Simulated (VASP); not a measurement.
# ScSi2 in VASP: a series of runs, part 2 of 3

VASP 6.6.1. The steps go on from the part before.

### 3 Single point, PBE

This run uses another cell than the first one, of 20.18 Å³/atom.

INCAR reads:

```
SYSTEM = ScSi2
PREC     = Accurate       ! precision mode
ENCUT    = 520            ! plane-wave cutoff, eV
EDIFF    = 1E-6           ! SCF threshold, eV
ISMEAR   = 0              ! smearing method
SIGMA    = 0.1            ! smearing width, eV
LREAL    = .FALSE.        ! projectors in reciprocal space
LASPH    = .TRUE.         ! aspherical terms in the spheres
NELM     = 80             ! most SCF steps
ALGO     = Normal         ! electronic algorithm
ISIF     = 2              ! what is computed and relaxed
LWAVE    = .FALSE.        ! write WAVECAR
LCHARG   = .FALSE.        ! write CHGCAR
GGA      = PE             ! functional
NBANDS   = 16             ! bands
```

KPOINTS reads:

```
Automatic mesh
0
G
  4 4 6
  0 0 0
```

POSCAR reads:

```
ScSi2
1.0
    4.6060099714      0.0000000000      0.0000000000
    0.0000000000      4.6060099714      0.0000000000
    0.0000000000      0.0000000000      2.8532610858
Sc Si
1 2
Direct
    0.0000000000      0.0000000000      1.0931905506
    0.5000000000      0.0000000000      0.5933363147
    0.0000000000      0.5000000000      0.5933363147
```

Potentials or basis: VASP PAW PBE potentials, release 64 (Sc_sv, Si).

The run is started by

```bash
> cat potpaw_PBE.64/Sc_sv/POTCAR potpaw_PBE.64/Si/POTCAR > POTCAR
> mpirun -np 1 vasp_std > vasp.out
```

OUTCAR:

```text
SYSTEM = ScSi2
   PREC = Accurate
   ENCUT = 520
   EDIFF = 1E-6
   ISMEAR = 0
   LREAL = .FALSE.
   LASPH = .TRUE.
   NELM = 80
   ISIF = 2
   GGA = PE

 ion  position               nearest neighbor table
   1  0.000  0.000  0.093-   2 2.71   3 2.71   3 2.71   2 2.71   3 2.71   2 2.71   2 2.71   3 2.71

   2  0.500  0.000  0.593-   1 2.71   1 2.71   1 2.71   1 2.71
   3  0.000  0.500  0.593-   1 2.71   1 2.71   1 2.71   1 2.71

  LATTYP: Found a simple tetragonal cell.
 ALAT       =     4.6060099714
 C/A-ratio  =     0.6194648087

  Lattice vectors:

 A1 = (   4.6060099714,   0.0000000000,   0.0000000000)
 A2 = (   0.0000000000,   4.6060099714,   0.0000000000)
 A3 = (   0.0000000000,   0.0000000000,   2.8532610858)

Analysis of symmetry for initial positions (statically):
=====================================================================
 Subroutine PRICEL returns:
 Original cell was already a primitive cell.

 Routine SETGRP: Setting up the symmetry group for a
 simple tetragonal supercell.

 Subroutine GETGRP returns: Found  8 space group operations
 (whereof  8 operations were pure point group operations)
 out of a pool of 16 trial point group operations.

The static configuration has the point symmetry C_4v.

Analysis of symmetry for dynamics (positions and initial velocities):
=====================================================================
 Subroutine PRICEL returns:
 Original cell was already a primitive cell.

 Routine SETGRP: Setting up the symmetry group for a
 simple tetragonal supercell.

 Subroutine GETGRP returns: Found  8 space group operations
 (whereof  8 operations were pure point group operations)
 out of a pool of 16 trial point group operations.

The dynamic configuration has the point symmetry C_4v.

 Subroutine INISYM returns: Found  8 space group operations
 (whereof  8 operations are pure point group operations),
 and found     1 'primitive' translations

----------------------------------------------------------------------------------------

                                     Primitive cell

  volume of cell :      60.5329

  direct lattice vectors                    reciprocal lattice vectors
     4.606009971  0.000000000  0.000000000     0.217107650  0.000000000  0.000000000
     0.000000000  4.606009971  0.000000000     0.000000000  0.217107650  0.000000000
     0.000000000  0.000000000  2.853261086     0.000000000  0.000000000  0.350476164

  length of vectors
     4.606009971  4.606009971  2.853261086     0.217107650  0.217107650  0.350476164

  position of ions in fractional coordinates (direct lattice)
     0.000000000  0.000000000  0.093190551
     0.500000000  0.000000000  0.593336315
     0.000000000  0.500000000  0.593336315

  ion indices of the primitive-cell ions
   primitive index   ion index
                 1           1
                 2           2
                 3           3

----------------------------------------------------------------------------------------

 KPOINTS: Automatic mesh

Automatic generation of k-mesh.
 Grid dimensions read from file:
 generate k-points for:    4    4    6

 Generating k-lattice:

  Cartesian coordinates                     Fractional coordinates (reciprocal lattice)
     0.054276912  0.000000000  0.000000000     0.250000000  0.000000000  0.000000000
     0.000000000  0.054276912  0.000000000     0.000000000  0.250000000  0.000000000
     0.000000000  0.000000000  0.058412694     0.000000000  0.000000000  0.166666667

  Length of vectors
     0.054276912  0.054276912  0.058412694

  Shift w.r.t. Gamma in fractional coordinates (k-lattice)
     0.000000000  0.000000000  0.000000000

 Subroutine IBZKPT returns following result:
 ===========================================

 Found     24 irreducible k-points:

 Following reciprocal coordinates:
            Coordinates               Weight
  0.000000  0.000000  0.000000      1.000000
  0.250000  0.000000  0.000000      4.000000
  0.500000  0.000000  0.000000      2.000000
  0.250000  0.250000  0.000000      4.000000
  0.500000  0.250000  0.000000      4.000000
  0.500000  0.500000  0.000000      1.000000
[... 16 lines left out ...]
  0.500000  0.250000  0.500000      4.000000
  0.500000  0.500000  0.500000      1.000000
   k-points           NKPTS =     24   k-points in BZ     NKDIM =     24   number of bands    NBANDS=     16
   number of dos      NEDOS =    301   number of ions     NIONS =      3
   total plane-waves  NPLWV =  31104
   dimension x,y,z NGX =    36 NGY =   36 NGZ =   24
   dimension x,y,z NGXF=    72 NGYF=   72 NGZF=   48
   ions per type =               1   2
   NGX,Y,Z   is equivalent  to a cutoff of  12.99, 12.99, 13.98 a.u.
   NGXF,Y,Z  is equivalent  to a cutoff of  25.99, 25.99, 27.97 a.u.
 SYSTEM =  ScSi2
   PREC   = accura    normal or accurate (medium, high low for compatibility)
   ISTART =      0    job   : 0-new  1-cont  2-samecut
   ICHARG =      2    charge: 1-file 2-atom 10-const
   ISPIN  =      1    spin polarized calculation?
   LNONCOLLINEAR =      F non collinear calculations
   LSORBIT =      F    spin-orbit coupling
   LASPH  =      T    aspherical Exc in radial PAW
   ENCUT  =  520.0 eV  38.22 Ry    6.18 a.u.   8.56  8.56  5.31*2*pi/ulx,y,z
   NELM   =     80;   NELMIN=  2; NELMDL= -5     # of ELM steps
   EDIFF  = 0.1E-05   stopping-criterion for ELM
   LREAL  =      F    real-space projection
   EDIFFG = 0.1E-04   stopping-criterion for IOM
   NSW    =      0    number of steps for IOM
   IBRION =     -1    ionic relax: 0-MD 1-quasi-New 2-CG
   NFREE  =      0    steps in history (QN), initial steepest desc. (CG)
   ISIF   =      2    stress and relaxation
   ISYM   =      2    0-nonsym 1-usesym 2-fastsym
   POTIM  = 0.5000    time-step for ionic-motion
   TEBEG  =    0.0;   TEEND  =   0.0 temperature during run
   PSTRESS=    0.0 pullay stress
   NELECT =      19.0000    total number of electrons
   NUPDOWN=      -1.0000    fix difference up-down
   EMIN   =  10.00;   EMAX   =-10.00  energy-range for DOS
   EFERMI =   0.00;   METHOD = LEGACY
   ISMEAR =     0;   SIGMA  =   0.10  broadening in eV -4-tet -1-fermi 0-gaus
   EFERMI_NEDOS =   21; number of points for ismear=-14 and -15
   IALGO  =     38    algorithm
   IMIX   =      4    mixing-type and parameters
     AMIX     =   0.40;   BMIX     =  1.00
     AMIX_MAG =   1.60;   BMIX_MAG =  1.00
  volume/ion in A,a.u.               =      20.18       136.17
  Fermi-wavevector in a.u.,A,eV,Ry     =   1.112574  2.102460 16.841579  1.237821
  Thomas-Fermi vector in A             =   2.249150
   LORBIT       =      0    0 simple, 1 ext, 2 COOP (PROOUT), +10 PAW based schemes
   GGA     = PE    functional components
   LHFCALC =     F    Hartree Fock is set to
   AEXX    =    0.0000 exact exchange contribution
   IVDW    =     0    specifies the selected vdW correction
   LEPSILON=     F    determine dielectric tensor
   LRPA    =     F    only Hartree local field effects (RPA)
 non-spin polarized calculation
 Gauss-broadening in eV      SIGMA  =   0.10
  energy-cutoff  :      520.00
  volume of cell :       60.53
 maximum number of plane-waves:      1650
 NGX is ok and might be reduce to    36
   NGX = 17   NGY = 17   NGZ = 11

 number of electron      18.9999998 magnetization

 Free energy of the ion-electron system (eV)
  ---------------------------------------------------
  ext. energy  EPLUGINS =         0.00000000
  ---------------------------------------------------
  free energy    TOTEN  =       -17.13959161 eV

  energy without entropy =      -17.13236389  energy(sigma->0) =      -17.13597775

 E-fermi :   5.3700     XC(G=0):  -9.9003

 val. band max:        5.3113774705   @ k =   0.5000   0.0000   0.3333
 cond. band min:       5.4597527727   @ k =   0.5000   0.0000   0.3333
 fundamental gap:      0.1483753022
 Fermi energy:         5.3700278120

 k-point     1 :       0.0000    0.0000    0.0000
  band No.  band energies     occupation
      1     -43.3370      2.00000
      2     -22.0541      2.00000
      3     -22.0541      2.00000
      4     -21.6945      2.00000
      5      -4.8536      2.00000
      6      -1.7700      2.00000
[... 8 lines left out ...]
     15       9.1336      0.00000
     16       9.7758      0.00000
[... 420 lines left out ...]
  band No.  band energies     occupation
      1     -43.2361      2.00000
      2     -22.4460      2.00000
      3     -21.9554      2.00000
      4     -21.9554      2.00000
      5      -0.4389      2.00000
      6      -0.4389      2.00000
[... 8 lines left out ...]
     15       8.5921      0.00000
     16      10.1545      0.00000

------------------------ aborting loop because EDIFF is reached ----------------------------------------

  FORCE on cell =-STRESS in cart. coord.  units (eV):
  Direction    XX          YY          ZZ          XY          YZ          ZX
  --------------------------------------------------------------------------------------
  -------------------------------------------------------------------------------------
  Total        0.0393874      0.0393874      0.0134982      0.0000000      0.0000000      0.0000000
  in kB        1.0425010      1.0425010      0.3572682      0.0000000      0.0000000      0.0000000
  external PRESSURE =       0.8140900 kB  Pullay stress =       0.0000000 kB

 VOLUME and BASIS-vectors are now :
 -----------------------------------------------------------------------------
  energy-cutoff  :      520.00
  volume of cell :       60.53
      direct lattice vectors                 reciprocal lattice vectors
     4.606009971  0.000000000  0.000000000     0.217107650  0.000000000  0.000000000
     0.000000000  4.606009971  0.000000000     0.000000000  0.217107650  0.000000000
     0.000000000  0.000000000  2.853261086     0.000000000  0.000000000  0.350476164

 POSITION                                       TOTAL-FORCE (eV/Angst)
 -----------------------------------------------------------------------------------
      0.00000      0.00000      0.26590         0.000000     -0.000000      0.003245
      2.30300      0.00000      1.69294         0.000000      0.000000     -0.001623
      0.00000      2.30300      1.69294         0.000000     -0.000000     -0.001623
 -----------------------------------------------------------------------------------
    total drift:                               -0.000000     -0.000000     -0.000014

  FREE ENERGIE OF THE ION-ELECTRON SYSTEM (eV)
  ---------------------------------------------------
  free  energy   TOTEN  =       -17.1395916145 eV

  energy  without entropy=      -17.1323638915  energy(sigma->0) =      -17.13597775
```

Wall time 13 s (1 thread of AMD EPYC 9R45 (Zen 5), shared host); peak memory 0.15 GiB.

Results:

* Free energy: -17.1396 eV
* Pressure: 0.1 GPa
* Largest force: 0.003 eV/Å
* Band gap on the k mesh: zero (an odd number of electrons rules out a gap without spin polarisation)

Forces in eV/Å, atoms in the order of the input:
```
Sc   0.000  0.000  0.003
Si   0.000  0.000 -0.002
Si   0.000  0.000 -0.002
```

Caveat: the k points lie up to 0.37 Å⁻¹ apart, too coarse for converged energies and pressures of a metal.

### 4 Relaxation of cell and atoms, PBE

INCAR reads:

```
PREC = Accurate
ENCUT = 600
EDIFF = 1E-6
ISMEAR = 0
SIGMA = 0.1
LREAL = F
LASPH = T
NELM = 100
ALGO = Normal
ISIF = 3
LWAVE = F
LCHARG = F
GGA = PE
IBRION = 2
NSW = 90
EDIFFG = -0.04
```

KPOINTS reads:

```
regular mesh
0
Gamma
  4 4 6
```

POSCAR reads:

```
ScSi2
1.0
    4.1391191000      0.0000000000      0.0000000000
    0.0000000000      4.1391191000      0.0000000000
    0.0000000000      0.0000000000      3.3076427000
Sc Si
1 2
Direct
    0.0000000000      0.0000000000      0.7706334800
    0.5000000000      0.0000000000      0.7546148500
    0.0000000000      0.5000000000      0.7546148500
```

The run is started by

```bash
> cat potpaw_PBE.64/Sc_sv/POTCAR potpaw_PBE.64/Si/POTCAR > POTCAR
> mpirun -np 1 vasp_std > vasp.out
```

Wall time 5.4 min (1 thread of AMD EPYC 9R45 (Zen 5), shared host); peak memory 0.18 GiB.

Results (log left out):

- Free energy: -17.1388 eV
- Relaxed volume: 20.20 Å³/atom
- Relaxed cell: a = 4.610 Å, b = 4.610 Å, c = 2.851 Å, α = 90.00°, β = 90.00°, γ = 90.00°
- Space group after relaxing (to 0.1 Å): P4/mmm (No. 123)
- Pressure after relaxing: 0.0 GPa
- Largest force after relaxing: 0.011 eV/Å
- Band gap on the k mesh: zero (an odd number of electrons rules out a gap without spin polarisation)

Forces on the atoms (eV/Å):
```
Sc   0.000  0.000 -0.011
Si   0.000  0.000  0.006
Si   0.000  0.000  0.006
```

Final structure:
```
CELL_PARAMETERS angstrom
4.61013 0.00000 0.00000
0.00000 4.61013 0.00000
0.00000 0.00000 2.85112
ATOMIC_POSITIONS crystal
Sc 0.00000 0.00000 0.09363
Si 0.50000 0.00000 0.59312
Si 0.00000 0.50000 0.59312
```

Levels at points of the mesh, in eV from the Fermi level:
```tsv
k point	band 7	band 8	band 9	band 10	band 11	band 12
(0.00, 0.00, 0.00)	-2.58	-2.58	-0.68	0.96	2.41	2.41
(0.50, 0.00, 0.00)	-2.73	-1.77	-1.31	-0.56	0.51	2.88
(0.50, 0.50, 0.00)	-5.07	-4.31	-0.46	0.87	2.92	2.92
(0.00, 0.00, 0.50)	-2.92	-2.90	-2.64	-2.64	2.68	3.46
(0.50, 0.00, 0.50)	-3.83	-3.07	-2.28	1.54	1.61	1.73
(0.50, 0.50, 0.50)	-2.82	-2.82	-1.84	-1.01	0.76	1.33
```

Caveat: the k points lie up to 0.37 Å⁻¹ apart in the final cell, too coarse for converged energies and pressures of a metal.

### 5 Single point, PBE, collinear spin

This run uses another cell than the first one, of 20.18 Å³/atom.

INCAR reads:

```
SYSTEM = ScSi2
PREC     = Accurate       ! precision mode
ENCUT    = 520            ! plane-wave cutoff, eV
EDIFF    = 1E-6           ! SCF threshold, eV
ISMEAR   = 0              ! smearing method
SIGMA    = 0.1            ! smearing width, eV
LREAL    = .FALSE.        ! projectors in reciprocal space
LASPH    = .TRUE.         ! aspherical terms in the spheres
NELM     = 150            ! most SCF steps
ALGO     = Normal         ! electronic algorithm
ISIF     = 2              ! what is computed and relaxed
LWAVE    = .FALSE.        ! write WAVECAR
LCHARG   = .FALSE.        ! write CHGCAR
ISPIN    = 2              ! spin polarisation
MAGMOM   = 1 0 0          ! initial moments
LORBIT   = 11             ! projections on sites
LMAXMIX  = 4              ! l up to which the mixer works
GGA      = PE             ! functional
NBANDS   = 20             ! bands
```

KPOINTS reads:

```
Automatic mesh
0
G
  4 4 6
  0 0 0
```

POSCAR reads:

```
ScSi2
1.0
    4.6060099714      0.0000000000      0.0000000000
    0.0000000000      4.6060099714      0.0000000000
    0.0000000000      0.0000000000      2.8532610858
Sc Si
1 2
Direct
    0.0000000000      0.0000000000      0.0000000000
    0.5000000000      0.0000000000      0.5000000000
    0.0000000000      0.5000000000      0.5000000000
```

The run is started by

```bash
> cat potpaw_PBE.64/Sc_sv/POTCAR potpaw_PBE.64/Si/POTCAR > POTCAR
> mpirun -np 1 vasp_std > vasp.out
```

Wall time 36 s (1 thread of AMD EPYC 9R45 (Zen 5), shared host); peak memory 0.19 GiB.

Results (log left out):

| Item | Value |
| --- | --- |
| Free energy | -17.1396 eV |
| Pressure | 0.1 GPa |
| Net moment | 0.00 μB per cell |
| Valence electrons inside the program's atomic spheres | Sc 9.72; Si 1.58 |

Levels at points of the mesh, in eV from the Fermi level:
Spin up:
| k point | band 6 | band 7 | band 8 | band 9 | band 10 | band 11 | band 12 | band 13 |
| --- | --- | --- | --- | --- | --- | --- | --- | --- |
| (0.00, 0.00, 0.00) | -7.14 | -2.58 | -2.58 | -0.68 | 0.96 | 2.42 | 2.42 | 3.47 |
| (0.50, 0.00, 0.00) | -8.49 | -2.72 | -1.77 | -1.31 | -0.55 | 0.51 | 2.87 | 3.49 |
| (0.50, 0.50, 0.00) | -8.12 | -5.07 | -4.31 | -0.45 | 0.88 | 2.91 | 2.91 | 3.81 |
| (0.00, 0.00, 0.50) | -4.72 | -2.91 | -2.90 | -2.65 | -2.65 | 2.68 | 3.46 | 3.46 |
| (0.50, 0.00, 0.50) | -5.37 | -3.84 | -3.07 | -2.29 | 1.54 | 1.61 | 1.72 | 1.98 |
| (0.50, 0.50, 0.50) | -5.81 | -2.82 | -2.82 | -1.85 | -1.02 | 0.75 | 1.33 | 1.81 |
Spin down:
```tsv
k point	band 7	band 8	band 9	band 10	band 11	band 12
(0.00, 0.00, 0.00)	-2.58	-2.58	-0.68	0.96	2.42	2.42
(0.50, 0.00, 0.00)	-2.72	-1.77	-1.31	-0.55	0.51	2.87
(0.50, 0.50, 0.00)	-5.07	-4.31	-0.45	0.88	2.91	2.91
(0.00, 0.00, 0.50)	-2.91	-2.90	-2.65	-2.65	2.68	3.46
(0.50, 0.00, 0.50)	-3.84	-3.07	-2.29	1.54	1.61	1.72
(0.50, 0.50, 0.50)	-2.82	-2.82	-1.85	-1.02	0.75	1.33
```

Caveat: the k points lie up to 0.37 Å⁻¹ apart.

(Continued in part 3 of 3.)

The gap in the log of VASP goes by the Fermi energy; the results here count the filled bands.